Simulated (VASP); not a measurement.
# BAs in VASP: further runs

BAs is run at these levels: LDA; tasks: single point.

Everything below comes from runs of VASP 6.6.1. Logs are shortened: lines on timing, memory, paths and dates and some standing lists are left out, and cuts for length are marked.

## 1. The cell of the first run

The structure is tetragonal, space group I-4m2 (No. 119). Conventional cell: a = 3.513 Å, b = 3.513 Å, c = 5.159 Å, α = 90.00°, β = 90.00°, γ = 90.00°. Within 2.9 Å of B (site symmetry -4m2) lie 4 As at 2.18 Å. Within 2.9 Å of As (site symmetry -4m2) lie 4 B at 2.18 Å.

## 2. Single point, LDA (strain +0.040 along x and y, +0.080 along z)

INCAR reads:

```
PREC     = Accurate       # precision mode
ENCUT    = 520            # plane-wave cutoff, eV
EDIFF    = 1E-6           # SCF threshold, eV
ISMEAR   = 0              # smearing method
SIGMA    = 0.05           # smearing width, eV
LREAL    = F              # projectors in reciprocal space
LASPH    = T              # aspherical terms in the spheres
NELM     = 80             # most SCF steps
ALGO     = Normal         # electronic algorithm
ISIF     = 2              # what is computed and relaxed
LWAVE    = F              # write WAVECAR
LCHARG   = F              # write CHGCAR
NBANDS   = 11             # bands
```

KPOINTS reads:

```
Automatic mesh
0
Gamma
  10 10 10
```

POSCAR reads:

```
BAs
1.0
    0.0000000000      2.4840400000      2.5795800000
    2.4840400000      0.0000000000      2.5795800000
    2.4840400000      2.4840400000      0.0000000000
B As
1 1
Direct
    0.0000000000      0.0000000000      0.0000000000
    0.7500000000      0.7500000000      0.7500000000
```

Potentials or basis: VASP PAW LDA potentials, release 64 (B, As).

Launch:

```bash
$ cat potpaw_LDA.64/B/POTCAR potpaw_LDA.64/As/POTCAR > POTCAR
$ mpirun -np 1 vasp_std > vasp.out
```

OUTCAR:

```text
PREC = Accurate
   ENCUT = 520
   EDIFF = 1E-6
   ISMEAR = 0
   LREAL = F
   LASPH = T
   NELM = 80
   ISIF = 2

 ion  position               nearest neighbor table
   1  0.000  0.000  0.000-   2 2.18   2 2.18   2 2.18   2 2.18
   2  0.750  0.750  0.750-   1 2.18   1 2.18   1 2.18   1 2.18

  LATTYP: Found a body centered tetragonal cell.
 ALAT       =     3.5129630575
 C/A-ratio  =     1.4686063917

  Lattice vectors:

 A1 = (  -2.4840400000,   0.0000000000,   2.5795800000)
 A2 = (   2.4840400000,   0.0000000000,   2.5795800000)
 A3 = (   0.0000000000,   2.4840400000,  -2.5795800000)

Analysis of symmetry for initial positions (statically):
=====================================================================
 Subroutine PRICEL returns:
 Original cell was already a primitive cell.

 Routine SETGRP: Setting up the symmetry group for a
 body centered tetragonal supercell.

 Subroutine GETGRP returns: Found  8 space group operations
 (whereof  8 operations were pure point group operations)
 out of a pool of 16 trial point group operations.

The static configuration has the point symmetry D_2d.

Analysis of symmetry for dynamics (positions and initial velocities):
=====================================================================
 Subroutine PRICEL returns:
 Original cell was already a primitive cell.

 Routine SETGRP: Setting up the symmetry group for a
 body centered tetragonal supercell.

 Subroutine GETGRP returns: Found  8 space group operations
 (whereof  8 operations were pure point group operations)
 out of a pool of 16 trial point group operations.

The dynamic configuration has the point symmetry D_2d.

 Subroutine INISYM returns: Found  8 space group operations
 (whereof  8 operations are pure point group operations),
 and found     1 'primitive' translations

----------------------------------------------------------------------------------------

                                     Primitive cell

  volume of cell :      31.8344

  direct lattice vectors                    reciprocal lattice vectors
     0.000000000  2.484040000  2.579580000    -0.201285003  0.201285003  0.193830003
     2.484040000  0.000000000  2.579580000     0.201285003 -0.201285003  0.193830003
     2.484040000  2.484040000  0.000000000     0.201285003  0.201285003 -0.193830003

  length of vectors
     3.581157313  3.581157313  3.512963057     0.344385504  0.344385504  0.344385504

  position of ions in fractional coordinates (direct lattice)
     0.000000000  0.000000000  0.000000000
     0.750000000  0.750000000  0.750000000

  ion indices of the primitive-cell ions
   primitive index   ion index
                 1           1
                 2           2

----------------------------------------------------------------------------------------

 KPOINTS: Automatic mesh

Automatic generation of k-mesh.
 Grid dimensions read from file:
 generate k-points for:   10   10   10

 Generating k-lattice:

  Cartesian coordinates                     Fractional coordinates (reciprocal lattice)
    -0.020128500  0.020128500  0.019383000     0.100000000 -0.000000000  0.000000000
     0.020128500 -0.020128500  0.019383000    -0.000000000  0.100000000  0.000000000
     0.020128500  0.020128500 -0.019383000     0.000000000  0.000000000  0.100000000

  Length of vectors
     0.034438550  0.034438550  0.034438550

  Shift w.r.t. Gamma in fractional coordinates (k-lattice)
     0.000000000  0.000000000  0.000000000

 Subroutine IBZKPT returns following result:
 ===========================================

 Found    102 irreducible k-points:

 Following reciprocal coordinates:
            Coordinates               Weight
  0.000000  0.000000  0.000000      1.000000
  0.100000  0.000000  0.000000      8.000000
  0.200000  0.000000  0.000000      8.000000
  0.300000  0.000000  0.000000      8.000000
  0.400000  0.000000  0.000000      8.000000
  0.500000  0.000000  0.000000      4.000000
[... 16 lines left out ...]
  0.300000  0.300000  0.000000      2.000000
  0.400000  0.300000  0.000000      8.000000
 [... further k-points ...]
   k-points           NKPTS =    102   k-points in BZ     NKDIM =    102   number of bands    NBANDS=     11
   number of dos      NEDOS =    301   number of ions     NIONS =      2
   total plane-waves  NPLWV =  21952
   dimension x,y,z NGX =    28 NGY =   28 NGZ =   28
   dimension x,y,z NGXF=    56 NGYF=   56 NGZF=   56
   ions per type =               1   1
   NGX,Y,Z   is equivalent  to a cutoff of  13.00, 13.00, 13.25 a.u.
   NGXF,Y,Z  is equivalent  to a cutoff of  26.00, 26.00, 26.50 a.u.
 SYSTEM =  unknown system
   PREC   = accura    normal or accurate (medium, high low for compatibility)
   ISTART =      0    job   : 0-new  1-cont  2-samecut
   ICHARG =      2    charge: 1-file 2-atom 10-const
   ISPIN  =      1    spin polarized calculation?
   LNONCOLLINEAR =      F non collinear calculations
   LSORBIT =      F    spin-orbit coupling
   LASPH  =      T    aspherical Exc in radial PAW
   ENCUT  =  520.0 eV  38.22 Ry    6.18 a.u.   6.66  6.66  6.53*2*pi/ulx,y,z
   NELM   =     80;   NELMIN=  2; NELMDL= -5     # of ELM steps
   EDIFF  = 0.1E-05   stopping-criterion for ELM
   LREAL  =      F    real-space projection
   EDIFFG = 0.1E-04   stopping-criterion for IOM
   NSW    =      0    number of steps for IOM
   IBRION =     -1    ionic relax: 0-MD 1-quasi-New 2-CG
   NFREE  =      0    steps in history (QN), initial steepest desc. (CG)
   ISIF   =      2    stress and relaxation
   ISYM   =      2    0-nonsym 1-usesym 2-fastsym
   POTIM  = 0.5000    time-step for ionic-motion
   TEBEG  =    0.0;   TEEND  =   0.0 temperature during run
   PSTRESS=    0.0 pullay stress
   NELECT =       8.0000    total number of electrons
   NUPDOWN=      -1.0000    fix difference up-down
   EMIN   =  10.00;   EMAX   =-10.00  energy-range for DOS
   EFERMI =   0.00;   METHOD = LEGACY
   ISMEAR =     0;   SIGMA  =   0.05  broadening in eV -4-tet -1-fermi 0-gaus
   EFERMI_NEDOS =   21; number of points for ismear=-14 and -15
   IALGO  =     38    algorithm
   IMIX   =      4    mixing-type and parameters
     AMIX     =   0.40;   BMIX     =  1.00
     AMIX_MAG =   1.60;   BMIX_MAG =  1.00
  volume/ion in A,a.u.               =      15.92       107.41
  Fermi-wavevector in a.u.,A,eV,Ry     =   1.033093  1.952263 14.521243  1.067281
  Thomas-Fermi vector in A             =   2.167323
   LORBIT       =      0    0 simple, 1 ext, 2 COOP (PROOUT), +10 PAW based schemes
   GGA     = CA    functional components
   LHFCALC =     F    Hartree Fock is set to
   AEXX    =    0.0000 exact exchange contribution
   IVDW    =     0    specifies the selected vdW correction
   LEPSILON=     F    determine dielectric tensor
   LRPA    =     F    only Hartree local field effects (RPA)
 non-spin polarized calculation
 Gauss-broadening in eV      SIGMA  =   0.05
  energy-cutoff  :      520.00
  volume of cell :       31.83
 maximum number of plane-waves:       885
   NGX = 13   NGY = 13   NGZ = 13

 number of electron       8.0000000 magnetization

 Free energy of the ion-electron system (eV)
  ---------------------------------------------------
  ext. energy  EPLUGINS =         0.00000000
  ---------------------------------------------------
  free energy    TOTEN  =       -12.57027083 eV

  energy without entropy =      -12.57027083  energy(sigma->0) =      -12.57027083

 E-fermi :   4.8753     XC(G=0): -10.1510

 val. band max:        4.6316070714   @ k =   0.0000   0.0000   0.0000
 cond. band min:       5.6234607113   @ k =   0.4000   0.0000   0.4000
 fundamental gap:      0.9918536399
 Fermi energy:         4.8753117653

 k-point     1 :       0.0000    0.0000    0.0000
  band No.  band energies     occupation
      1      -9.5487      2.00000
      2       4.2896      2.00000
      3       4.6316      2.00000
      4       4.6316      2.00000
      5       7.3210      0.00000
      6       7.5115      0.00000
      7       7.5115      0.00000
      8       7.7419      0.00000
      9      13.1605      0.00000
     10      16.4130      0.00000
     11      17.4011      0.00000

 k-point     2 :       0.1000    0.0000    0.0000
  band No.  band energies     occupation
      1      -9.4078      2.00000
      2       3.1713      2.00000
      3       4.1613      2.00000
      4       4.3895      2.00000
      5       7.2239      0.00000
      6       7.8519      0.00000
      7       7.9832      0.00000
      8       8.7208      0.00000
      9      13.7091      0.00000
     10      15.5607      0.00000
     11      16.3290      0.00000

 k-point     3 :       0.2000    0.0000    0.0000
  band No.  band energies     occupation
      1      -8.9950      2.00000
      2       1.0690      2.00000
      3       3.6387      2.00000
      4       3.9236      2.00000
      5       6.8967      0.00000
      6       8.5152      0.00000
      7       8.5814      0.00000
      8      10.4441      0.00000
      9      14.6044      0.00000
     10      15.1587      0.00000
     11      15.5355      0.00000

 k-point     4 :       0.3000    0.0000    0.0000
  band No.  band energies     occupation
      1      -8.3521      2.00000
      2      -0.9251      2.00000
      3       3.1709      2.00000
      4       3.5099      2.00000
      5       6.5813      0.00000
      6       8.9422      0.00000
      7       8.9995      0.00000
      8      11.9118      0.00000
      9      14.7804      0.00000
     10      15.6724      0.00000
     11      15.6794      0.00000
[... 239 lines left out ...]
 k-point    22 :      -0.2000    0.2000    0.0000
  band No.  band energies     occupation
      1      -8.1033      2.00000
      2      -0.6142      2.00000
      3       0.9167      2.00000
      4       3.6122      2.00000
      5       7.9765      0.00000
      6       9.1572      0.00000
      7       9.6056      0.00000
      8      10.6970      0.00000
      9      14.2990      0.00000
     10      16.0448      0.00000
     11      17.2130      0.00000

 k-point    23 :       0.3000    0.3000    0.0000
  band No.  band energies     occupation
      1      -8.0005      2.00000
      2      -0.6519      2.00000
      3       2.0014      2.00000
      4       2.0014      2.00000
      5       6.2224      0.00000
      6       8.0239      0.00000
      7      11.9184      0.00000
      8      11.9184      0.00000
      9      13.8841      0.00000
     10      17.4725      0.00000
     11      19.2484      0.00000

 k-point    24 :       0.4000    0.3000    0.0000
  band No.  band energies     occupation
      1      -7.4266      2.00000
      2      -1.6436      2.00000
      3       1.2592      2.00000
      4       1.7580      2.00000
      5       6.4964      0.00000
      6       7.9148      0.00000
      7      12.1617      0.00000
      8      12.5101      0.00000
      9      14.9247      0.00000
     10      18.0818      0.00000
     11      19.6317      0.00000

 [... further k-points ...]
[... 5 lines left out ...]
  --------------------------------------------------------------------------------------
  -------------------------------------------------------------------------------------
  Total       -3.1236525     -3.1236525     -4.5123377      0.0000000      0.0000000      0.0000000
  in kB     -157.2088978   -157.2088978   -227.0994141      0.0000000      0.0000000      0.0000000
  external PRESSURE =    -180.5057366 kB  Pullay stress =       0.0000000 kB

 VOLUME and BASIS-vectors are now :
 -----------------------------------------------------------------------------
  energy-cutoff  :      520.00
  volume of cell :       31.83
      direct lattice vectors                 reciprocal lattice vectors
     0.000000000  2.484040000  2.579580000    -0.201285003  0.201285003  0.193830003
     2.484040000  0.000000000  2.579580000     0.201285003 -0.201285003  0.193830003
     2.484040000  2.484040000  0.000000000     0.201285003  0.201285003 -0.193830003

 POSITION                                       TOTAL-FORCE (eV/Angst)
 -----------------------------------------------------------------------------------
      0.00000      0.00000      0.00000         0.000000      0.000000      0.000000
      3.72606      3.72606      3.86937        -0.000000     -0.000000     -0.000000
 -----------------------------------------------------------------------------------
    total drift:                               -0.000000     -0.000000     -0.000000

  FREE ENERGIE OF THE ION-ELECTRON SYSTEM (eV)
  ---------------------------------------------------
  free  energy   TOTEN  =       -12.5702708320 eV

  energy  without entropy=      -12.5702708320  energy(sigma->0) =      -12.57027083
```

Run time: 28 s. Hardware: 1 thread of Intel Xeon Platinum 8259CL at 2.50GHz (Skylake/Cascade Lake), shared host; peak memory 0.16 GiB.

What came out:

```yaml
Free_energy: -12.5703 eV
Pressure: -18.1 GPa
Band_gap_on_the_k_mesh: 0.99 eV, indirect (least direct gap 2.69 eV)
```

Caveat: the cell differs from its parent crystal (strain +0.040 along x and y, +0.080 along z).

## 3. Single point, LDA (strain -0.040 along x and y, -0.040 along z)

INCAR reads:

```
PREC = Accurate
ENCUT = 600
EDIFF = 1E-6
ISMEAR = 0
SIGMA = 0.05
LREAL = F
LASPH = T
NELM = 120
ALGO = Normal
ISIF = 2
LWAVE = F
LCHARG = F
GGA = CA
NBANDS = 16
GGA_COMPAT = F
```

KPOINTS is that of step 2.

POSCAR reads:

```
BAs
1.0
    0.0000000000      2.2929600000      2.2929600000
    2.2929600000      0.0000000000      2.2929600000
    2.2929600000      2.2929600000      0.0000000000
B As
1 1
Direct
    0.0000000000      0.0000000000      0.0000000000
    0.7500000000      0.7500000000      0.7500000000
```

Potentials or basis: VASP PAW LDA potentials, release 64 (B, As_d).

Launch:

```bash
$ cat potpaw_LDA.64/B/POTCAR potpaw_LDA.64/As_d/POTCAR > POTCAR
$ mpirun -np 1 vasp_std > vasp.out
```

OUTCAR:

```text
PREC = Accurate
   ENCUT = 600
   EDIFF = 1E-6
   ISMEAR = 0
   LREAL = F
   LASPH = T
   NELM = 120
   ISIF = 2
   GGA = CA

 ion  position               nearest neighbor table
   1  0.000  0.000  0.000-   2 1.99   2 1.99   2 1.99   2 1.99
   2  0.750  0.750  0.750-   1 1.99   1 1.99   1 1.99   1 1.99

  LATTYP: Found a face centered cubic cell.
 ALAT       =     4.5859200000

  Lattice vectors:

 A1 = (   0.0000000000,   2.2929600000,   2.2929600000)
 A2 = (   2.2929600000,   0.0000000000,   2.2929600000)
 A3 = (   2.2929600000,   2.2929600000,   0.0000000000)

Analysis of symmetry for initial positions (statically):
=====================================================================
 Subroutine PRICEL returns:
 Original cell was already a primitive cell.

 Routine SETGRP: Setting up the symmetry group for a
 face centered cubic supercell.

 Subroutine GETGRP returns: Found 24 space group operations
 (whereof 24 operations were pure point group operations)
 out of a pool of 48 trial point group operations.

The static configuration has the point symmetry T_d .

Analysis of symmetry for dynamics (positions and initial velocities):
[... 162 lines left out ...]
 val. band max:        6.0847302263   @ k =   0.0000   0.0000   0.0000
 cond. band min:       7.0988672525   @ k =   0.4000   0.4000   0.0000
 fundamental gap:      1.0141370262
 Fermi energy:         6.3688392736

 k-point     1 :       0.0000    0.0000    0.0000
  band No.  band energies     occupation
      1     -29.9667      2.00000
      2     -29.9667      2.00000
      3     -29.9667      2.00000
      4     -29.9292      2.00000
      5     -29.9292      2.00000
      6     -10.4613      2.00000
[... 433 lines left out ...]
      3     -29.9467      2.00000
      4     -29.9366      2.00000
      5     -29.9218      2.00000
      6      -7.4928      2.00000
[... 8 lines left out ...]
     15      23.1940      0.00000
     16      23.4142      0.00000

 [... further k-points ...]

------------------------ aborting loop because EDIFF is reached ----------------------------------------

  FORCE on cell =-STRESS in cart. coord.  units (eV):
  Direction    XX          YY          ZZ          XY          YZ          ZX
  --------------------------------------------------------------------------------------
  -------------------------------------------------------------------------------------
  Total        2.5746625      2.5746625      2.5746625     -0.0000000      0.0000000     -0.0000000
  in kB      171.0848126    171.0848126    171.0848126     -0.0000000      0.0000000     -0.0000000
  external PRESSURE =     171.0848126 kB  Pullay stress =       0.0000000 kB

 VOLUME and BASIS-vectors are now :
 -----------------------------------------------------------------------------
  energy-cutoff  :      600.00
  volume of cell :       24.11
      direct lattice vectors                 reciprocal lattice vectors
     0.000000000  2.292960000  2.292960000    -0.218058754  0.218058754  0.218058754
     2.292960000  0.000000000  2.292960000     0.218058754 -0.218058754  0.218058754
     2.292960000  2.292960000  0.000000000     0.218058754  0.218058754 -0.218058754

 POSITION                                       TOTAL-FORCE (eV/Angst)
 -----------------------------------------------------------------------------------
      0.00000      0.00000      0.00000         0.000000     -0.000000     -0.000000
      3.43944      3.43944      3.43944        -0.000000      0.000000      0.000000
 -----------------------------------------------------------------------------------
    total drift:                               -0.000000     -0.000000     -0.000000

  FREE ENERGIE OF THE ION-ELECTRON SYSTEM (eV)
  ---------------------------------------------------
  free  energy   TOTEN  =       -12.8210211331 eV

  energy  without entropy=      -12.8210211331  energy(sigma->0) =      -12.82102113
```

OSZICAR:

```text
N       E                     dE             d eps       ncg     rms          rms(c)
DAV:   1     0.881778058489E+02    0.88178E+02   -0.87684E+03  1720   0.577E+03
DAV:   2    -0.473442304828E+01   -0.92912E+02   -0.88422E+02  1680   0.627E+02
DAV:   3    -0.136626681062E+02   -0.89282E+01   -0.88810E+01  1800   0.883E+01
DAV:   4    -0.138549712130E+02   -0.19230E+00   -0.19229E+00  1864   0.139E+01
DAV:   5    -0.138570942989E+02   -0.21231E-02   -0.21231E-02  1832   0.173E+00    0.662E+00
DAV:   6    -0.129503433716E+02    0.90675E+00   -0.11811E+00  1928   0.773E+00    0.312E+00
DAV:   7    -0.128350924730E+02    0.11525E+00   -0.23169E-01  1944   0.323E+00    0.110E+00
DAV:   8    -0.128212212356E+02    0.13871E-01   -0.19918E-02  2120   0.223E+00    0.133E-01
DAV:   9    -0.128210372668E+02    0.18397E-03   -0.11358E-03  1880   0.720E-01    0.444E-02
DAV:  10    -0.128210217631E+02    0.15504E-04   -0.17507E-04  2056   0.333E-01    0.169E-02
DAV:  11    -0.128210214000E+02    0.36312E-06   -0.10185E-05  1960   0.655E-02    0.810E-03
DAV:  12    -0.128210211331E+02    0.26688E-06   -0.17110E-06  1136   0.380E-02
   1 F= -.12821021E+02 E0= -.12821021E+02  d E =-.804211E-18
```

stdout:

```text
POSCAR found type information on POSCAR B As
 POSCAR found :  2 types and       2 ions
 scaLAPACK will be used
 LDA part: xc-table for (Slater(with rela. corr.)+CA(PZ))
 , standard interpolation
 POSCAR, INCAR and KPOINTS ok, starting setup
 FFT: planning ... GRIDC
 FFT: planning ... GRID_SOFT
 FFT: planning ... GRID
 WAVECAR not read
 entering main loop
```

Wall time 12 s (1 thread of AMD EPYC 9R45 (Zen 5), shared host); peak memory 0.12 GiB.

Results:

```yaml
Free_energy: -12.8210 eV
Pressure: 17.1 GPa
Band_gap_on_the_k_mesh: 1.01 eV, indirect (least direct gap 3.42 eV)
```

Caveat: the cell differs from its parent crystal (strain -0.040 along x and y, -0.040 along z). A k mesh can miss the band edges.
